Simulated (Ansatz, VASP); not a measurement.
**TiCl4: VASP beside Ansatz**

```xyz
5
Lattice="15.0000 0.0000 0.0000 0.0000 15.5000 0.0000 0.0000 0.0000 16.0000" Properties=species:S:1:pos:R:3 pbc="T T T"
Cl    7.5145    7.7253    5.8188
Cl    9.5517    7.7493    8.7409
Cl    6.4747    9.5437    8.7000
Cl    6.4591    5.9817    8.7404
Ti    7.4999    7.7500    8.0000
```

Alike in both runs: functional PBE; dispersion D3(BJ); k mesh 1 × 1 × 1; occupations gaussian, width 0.005 eV; no spin polarisation.

Ansatz relaxed the structure, and its values are those at the end. VASP's run is a single point on that final structure, the one shown.

|  | VASP | Ansatz |
| --- | --- | --- |
| version | VASP 6.6.1 | Ansatz 0.2.0 |
| potentials or method | VASP PAW PBE potentials, release 64 (Cl, Ti_sv), cutoff 400 eV | scalar-relativistic, plane waves, PAW |
| valence electrons in the cell | 40 | 40 |

|  | VASP | Ansatz | Ansatz less VASP |
| --- | --- | --- | --- |
| gap on the k mesh at the Fermi level (eV) | 3.65 | 3.66 | +0.002 |
